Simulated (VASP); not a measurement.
# GaN (Fm-3m) in VASP: a series of runs

GaN is run at these levels: PBEsol; tasks: electric field gradients.

All numbers are computed with VASP 6.6.1; they aren't measurements. Logs are shortened: lines on timing, memory, paths and dates and some standing lists are left out, and cuts for length are marked.

## (1) The cell of the first run

Symmetry: Fm-3m, No. 225, cubic system. Conventional cell: a = 3.904 Å, b = 3.904 Å, c = 3.904 Å, α = 90.00°, β = 90.00°, γ = 90.00°. Within 2.6 Å of Ga (site symmetry m-3m) lie 6 N at 1.95 Å. N (site symmetry m-3m) has 6 Ga at 1.95 Å within 2.6 Å.

## (2) Electric field gradients, PBEsol (volume scaled by 0.94)

File INCAR:

```
ALGO     = Normal         # electronic algorithm
EDIFF    = 1E-8           # SCF threshold, eV
ENCUT    = 520            # plane-wave cutoff, eV
GGA      = PS             # functional
ISIF     = 2              # what is computed and relaxed
ISMEAR   = -1             # smearing method
LASPH    = T              # aspherical terms in the spheres
LCHARG   = F              # write CHGCAR
LEFG     = T            
LREAL    = F              # projectors in reciprocal space
LWAVE    = F              # write WAVECAR
NBANDS   = 16             # bands
NELM     = 100            # most SCF steps
PREC     = Accurate       # precision mode
SIGMA    = 0.02           # smearing width, eV
```

File KPOINTS:

```
k-points
0
Gamma
  10 10 10
```

File POSCAR:

```
GaN
1.0
    0.0000000000      1.9518253216      1.9518253216
    1.9518253216      0.0000000000      1.9518253216
    1.9518253216      1.9518253216      0.0000000000
Ga N
1 1
Direct
    0.5000000000      0.5000000000      0.5000000000
    0.0000000000      0.0000000000      0.0000000000
```

Potentials or basis: VASP PAW PBE potentials, release 64 (Ga_d, N).

Run with:

```sh
cat potpaw_PBE.64/Ga_d/POTCAR potpaw_PBE.64/N/POTCAR > POTCAR
mpirun -np 1 vasp_std > vasp.out
```

OUTCAR:

```text
EDIFF = 1E-8
   ENCUT = 520
   GGA = PS
   ISIF = 2
   ISMEAR = -1
   LASPH = T
   LREAL = F
   NELM = 100
   PREC = Accurate

 ion  position               nearest neighbor table
   1  0.500  0.500  0.500-   2 1.95   2 1.95   2 1.95   2 1.95   2 1.95   2 1.95
   2  0.000  0.000  0.000-   1 1.95   1 1.95   1 1.95   1 1.95   1 1.95   1 1.95

  LATTYP: Found a face centered cubic cell.
 ALAT       =     3.9036506432

  Lattice vectors:

 A1 = (   0.0000000000,   1.9518253216,   1.9518253216)
 A2 = (   1.9518253216,   0.0000000000,   1.9518253216)
 A3 = (   1.9518253216,   1.9518253216,   0.0000000000)

Analysis of symmetry for initial positions (statically):
=====================================================================
 Subroutine PRICEL returns:
 Original cell was already a primitive cell.

 Routine SETGRP: Setting up the symmetry group for a
 face centered cubic supercell.

 Subroutine GETGRP returns: Found 48 space group operations
 (whereof 48 operations were pure point group operations)
 out of a pool of 48 trial point group operations.

The static configuration has the point symmetry O_h .

Analysis of symmetry for dynamics (positions and initial velocities):
=====================================================================
 Subroutine PRICEL returns:
 Original cell was already a primitive cell.

 Routine SETGRP: Setting up the symmetry group for a
 face centered cubic supercell.

 Subroutine GETGRP returns: Found 48 space group operations
 (whereof 48 operations were pure point group operations)
 out of a pool of 48 trial point group operations.

The dynamic configuration has the point symmetry O_h .

 Subroutine INISYM returns: Found 48 space group operations
 (whereof 48 operations are pure point group operations),
 and found     1 'primitive' translations

----------------------------------------------------------------------------------------

                                     Primitive cell

  volume of cell :      14.8714

  direct lattice vectors                    reciprocal lattice vectors
     0.000000000  1.951825322  1.951825322    -0.256170465  0.256170465  0.256170465
     1.951825322  0.000000000  1.951825322     0.256170465 -0.256170465  0.256170465
     1.951825322  1.951825322  0.000000000     0.256170465  0.256170465 -0.256170465

  length of vectors
     2.760297841  2.760297841  2.760297841     0.443700261  0.443700261  0.443700261

  position of ions in fractional coordinates (direct lattice)
     0.500000000  0.500000000  0.500000000
     0.000000000  0.000000000  0.000000000

  ion indices of the primitive-cell ions
   primitive index   ion index
                 1           1
                 2           2

----------------------------------------------------------------------------------------

 KPOINTS: k-points

Automatic generation of k-mesh.
 Grid dimensions read from file:
 generate k-points for:   10   10   10

 Generating k-lattice:

  Cartesian coordinates                     Fractional coordinates (reciprocal lattice)
    -0.025617046  0.025617046  0.025617046     0.100000000  0.000000000  0.000000000
     0.025617046 -0.025617046  0.025617046     0.000000000  0.100000000  0.000000000
     0.025617046  0.025617046 -0.025617046     0.000000000  0.000000000  0.100000000

  Length of vectors
     0.044370026  0.044370026  0.044370026

  Shift w.r.t. Gamma in fractional coordinates (k-lattice)
     0.000000000  0.000000000  0.000000000

 Subroutine IBZKPT returns following result:
 ===========================================

 Found     47 irreducible k-points:

 Following reciprocal coordinates:
            Coordinates               Weight
  0.000000  0.000000  0.000000      1.000000
  0.100000  0.000000  0.000000      8.000000
  0.200000  0.000000  0.000000      8.000000
  0.300000  0.000000  0.000000      8.000000
  0.400000  0.000000  0.000000      8.000000
  0.500000  0.000000  0.000000      4.000000
[... 16 lines left out ...]
  0.300000  0.300000  0.000000      6.000000
  0.400000  0.300000  0.000000     24.000000
 [... further k-points ...]
   k-points           NKPTS =     47   k-points in BZ     NKDIM =     47   number of bands    NBANDS=     16
   number of dos      NEDOS =    301   number of ions     NIONS =      2
   total plane-waves  NPLWV =  13824
   dimension x,y,z NGX =    24 NGY =   24 NGZ =   24
   dimension x,y,z NGXF=    48 NGYF=   48 NGZF=   48
   ions per type =               1   1
   NGX,Y,Z   is equivalent  to a cutoff of  14.45, 14.45, 14.45 a.u.
   NGXF,Y,Z  is equivalent  to a cutoff of  28.91, 28.91, 28.91 a.u.
 SYSTEM =  unknown system
   PREC   = accura    normal or accurate (medium, high low for compatibility)
   ISTART =      0    job   : 0-new  1-cont  2-samecut
   ICHARG =      2    charge: 1-file 2-atom 10-const
   ISPIN  =      1    spin polarized calculation?
   LNONCOLLINEAR =      F non collinear calculations
   LSORBIT =      F    spin-orbit coupling
   LASPH  =      T    aspherical Exc in radial PAW
   ENCUT  =  520.0 eV  38.22 Ry    6.18 a.u.   5.13  5.13  5.13*2*pi/ulx,y,z
   NELM   =    100;   NELMIN=  2; NELMDL= -5     # of ELM steps
   EDIFF  = 0.1E-07   stopping-criterion for ELM
   LREAL  =      F    real-space projection
   EDIFFG = 0.1E-06   stopping-criterion for IOM
   NSW    =      0    number of steps for IOM
   IBRION =     -1    ionic relax: 0-MD 1-quasi-New 2-CG
   NFREE  =      0    steps in history (QN), initial steepest desc. (CG)
   ISIF   =      2    stress and relaxation
   ISYM   =      2    0-nonsym 1-usesym 2-fastsym
   POTIM  = 0.5000    time-step for ionic-motion
   TEBEG  =    0.0;   TEEND  =   0.0 temperature during run
   PSTRESS=    0.0 pullay stress
   NELECT =      18.0000    total number of electrons
   NUPDOWN=      -1.0000    fix difference up-down
   EMIN   =  10.00;   EMAX   =-10.00  energy-range for DOS
   EFERMI =   0.00;   METHOD = LEGACY
   ISMEAR =    -1;   SIGMA  =   0.02  broadening in eV -4-tet -1-fermi 0-gaus
   EFERMI_NEDOS =   21; number of points for ismear=-14 and -15
   IALGO  =     38    algorithm
   IMIX   =      4    mixing-type and parameters
     AMIX     =   0.40;   BMIX     =  1.00
     AMIX_MAG =   1.60;   BMIX_MAG =  1.00
  volume/ion in A,a.u.               =       7.44        50.18
  Fermi-wavevector in a.u.,A,eV,Ry     =   1.744676  3.296959 41.414684  3.043893
  Thomas-Fermi vector in A             =   2.816510
   LORBIT       =      0    0 simple, 1 ext, 2 COOP (PROOUT), +10 PAW based schemes
   GGA     = PS    functional components
   LHFCALC =     F    Hartree Fock is set to
   AEXX    =    0.0000 exact exchange contribution
   IVDW    =     0    specifies the selected vdW correction
   LEPSILON=     F    determine dielectric tensor
   LRPA    =     F    only Hartree local field effects (RPA)
 non-spin polarized calculation
  energy-cutoff  :      520.00
  volume of cell :       14.87
 maximum number of plane-waves:       411
 NGX is ok and might be reduce to    24
   NGX = 11   NGY = 11   NGZ = 11

 number of electron      18.0000001 magnetization

 Free energy of the ion-electron system (eV)
  ---------------------------------------------------
  ext. energy  EPLUGINS =         0.00000000
  ---------------------------------------------------
  free energy    TOTEN  =       -11.33513264 eV

  energy without entropy =      -11.33513264  energy(sigma->0) =      -11.33513264

 E-fermi :  11.5306     XC(G=0): -14.7140

 val. band max:       11.1330760678   @ k =  -0.2000   0.2000   0.0000
 cond. band min:      13.3173156616   @ k =   0.5000   0.5000   0.0000
 fundamental gap:      2.1842395938
 Fermi energy:        11.5305523652

 k-point     1 :       0.0000    0.0000    0.0000
  band No.  band energies     occupation
      1      -8.9135      2.00000
      2      -2.8770      2.00000
      3      -2.8770      2.00000
      4      -2.8770      2.00000
      5      -2.6957      2.00000
      6      -2.6957      2.00000
[... 8 lines left out ...]
     15      30.6070      0.00000
     16      30.6070      0.00000

 k-point     2 :       0.1000    0.0000    0.0000
  band No.  band energies     occupation
      1      -8.6667      2.00000
      2      -2.9013      2.00000
      3      -2.8615      2.00000
      4      -2.8615      2.00000
      5      -2.7256      2.00000
      6      -2.7256      2.00000
[... 8 lines left out ...]
     15      29.7481      0.00000
     16      29.7481      0.00000

 k-point     3 :       0.2000    0.0000    0.0000
  band No.  band energies     occupation
      1      -7.9461      2.00000
      2      -2.9717      2.00000
      3      -2.9292      2.00000
      4      -2.9292      2.00000
      5      -2.6923      2.00000
      6      -2.6923      2.00000
[... 8 lines left out ...]
     15      30.3136      0.00000
     16      30.3136      0.00000

 k-point     4 :       0.3000    0.0000    0.0000
  band No.  band energies     occupation
      1      -6.8235      2.00000
      2      -3.0932      2.00000
      3      -3.0791      2.00000
      4      -3.0791      2.00000
      5      -2.5784      2.00000
      6      -2.5784      2.00000
[... 8 lines left out ...]
     15      32.3188      0.00000
     16      32.3188      0.00000
[... 324 lines left out ...]
 k-point    22 :      -0.2000    0.2000    0.0000
  band No.  band energies     occupation
      1      -6.5658      2.00000
      2      -3.1688      2.00000
      3      -3.0734      2.00000
      4      -3.0157      2.00000
      5      -2.6694      2.00000
      6      -2.3277      2.00000
[... 8 lines left out ...]
     15      33.3250      0.00000
     16      35.2363      0.00000

 k-point    23 :       0.3000    0.3000    0.0000
  band No.  band energies     occupation
      1      -6.6428      2.00000
      2      -3.1328      2.00000
      3      -2.7560      2.00000
      4      -2.5704      2.00000
      5      -2.5704      2.00000
      6      -2.5594      2.00000
[... 8 lines left out ...]
     15      38.2583      0.00000
     16      41.0898      0.00000

 k-point    24 :       0.4000    0.3000    0.0000
  band No.  band energies     occupation
      1      -6.1772      2.00000
      2      -3.1748      2.00000
      3      -2.6432      2.00000
      4      -2.6425      2.00000
      5      -2.4304      2.00000
      6      -2.0181      2.00000
[... 8 lines left out ...]
     15      39.2337      0.00000
     16      41.3774      0.00000

 [... further k-points ...]
[... 5 lines left out ...]
  --------------------------------------------------------------------------------------
  -------------------------------------------------------------------------------------
  Total        8.5879185      8.5879185      8.5879185     -0.0000000     -0.0000000      0.0000000
  in kB      925.2213739    925.2213739    925.2213739     -0.0000000     -0.0000000      0.0000000
  external PRESSURE =     925.2213739 kB  Pullay stress =       0.0000000 kB

 VOLUME and BASIS-vectors are now :
 -----------------------------------------------------------------------------
  energy-cutoff  :      520.00
  volume of cell :       14.87
      direct lattice vectors                 reciprocal lattice vectors
     0.000000000  1.951825322  1.951825322    -0.256170465  0.256170465  0.256170465
     1.951825322  0.000000000  1.951825322     0.256170465 -0.256170465  0.256170465
     1.951825322  1.951825322  0.000000000     0.256170465  0.256170465 -0.256170465

 POSITION                                       TOTAL-FORCE (eV/Angst)
 -----------------------------------------------------------------------------------
      1.95183      1.95183      1.95183         0.000000     -0.000000      0.000000
      0.00000      0.00000      0.00000        -0.000000      0.000000     -0.000000
 -----------------------------------------------------------------------------------
    total drift:                                0.000000     -0.000000      0.000000

  FREE ENERGIE OF THE ION-ELECTRON SYSTEM (eV)
  ---------------------------------------------------
  free  energy   TOTEN  =       -11.3351326414 eV

  energy  without entropy=      -11.3351326414  energy(sigma->0) =      -11.33513264

 Electric field gradients (V/A^2)
---------------------------------------------------------------------
 ion       V_xx      V_yy      V_zz      V_xy      V_xz      V_yz
---------------------------------------------------------------------
   1       0.000    -0.000     0.000    -0.001    -0.001    -0.001
   2      -0.000    -0.000     0.000     0.000     0.000     0.000
---------------------------------------------------------------------

 Electric field gradients after diagonalization (V/A^2)
 (convention: |V_zz| > |V_xx| > |V_yy|)
----------------------------------------------------------------------
 ion       V_xx      V_yy      V_zz     asymmetry (V_yy - V_xx)/ V_zz
----------------------------------------------------------------------
   1       0.001     0.001    -0.002       0.000
   2      -0.000    -0.000     0.001       0.000
----------------------------------------------------------------------

           NMR quadrupolar parameters

 Cq : quadrupolar parameter    Cq=e*Q*V_zz/h
 eta: asymmetry parameters     (V_yy - V_xx)/ V_zz
 Q  : nuclear electric quadrupole moment in mb (millibarn)
----------------------------------------------------------------------
 ion       Cq(MHz)       eta       Q (mb)
----------------------------------------------------------------------
   1      -0.000       0.000       1.000
   2       0.000       0.000       1.000
----------------------------------------------------------------------
```

Run time: 9.6 s. Hardware: 1 thread of Intel Xeon Platinum 8488C (Sapphire Rapids), shared host; peak memory 0.14 GiB.

Results:

| Item | Value |
| --- | --- |
| Free energy | -11.3351 eV |
| Pressure | 92.5 GPa |
| Band gap on the k mesh | 2.18 eV, indirect (least direct gap 5.75 eV) |

Caveat: without QUAD_EFG the Cq values of the log hold for a quadrupole moment of 1 mb, not for the nuclei; the PAW data sets were made with another functional, which shifts forces and pressure a little.

(Part 1 of 3 ends here.)
